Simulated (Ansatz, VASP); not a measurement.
**One calculation of W, two programs**

```xyz
1
Lattice="-1.4585 1.4585 1.8960 1.4585 -1.4585 1.8960 1.4585 1.4585 -1.8960" Properties=species:S:1:pos:R:3 pbc="T T T"
W     0.0000    0.0000    0.0000
```

Alike in both runs: task single point; functional PBE; k mesh 30 × 30 × 30; occupations gaussian, width 0.15 eV; no spin polarisation.

|  | VASP | Ansatz |
| --- | --- | --- |
| version | VASP 6.6.1 | Ansatz 0.2.0 |
| potentials or method | VASP PAW PBE potentials, release 64 (W_sv), cutoff 500 eV | scalar-relativistic, plane waves, PAW |
| valence electrons in the cell | 14 | 14 |

|  | VASP | Ansatz | Ansatz less VASP |
| --- | --- | --- | --- |
| gap on the k mesh at the Fermi level (eV) | none | none | - |
| pressure (GPa) | 5.9 | 5.3 | -0.53 |
| traceless stress, the component that is largest in VASP (GPa) | -15.58 | -15.47 | +0.104 |

A gap of «none» marks a metal or a gap that the smearing closes.

Neither program's run includes spin-orbit coupling.
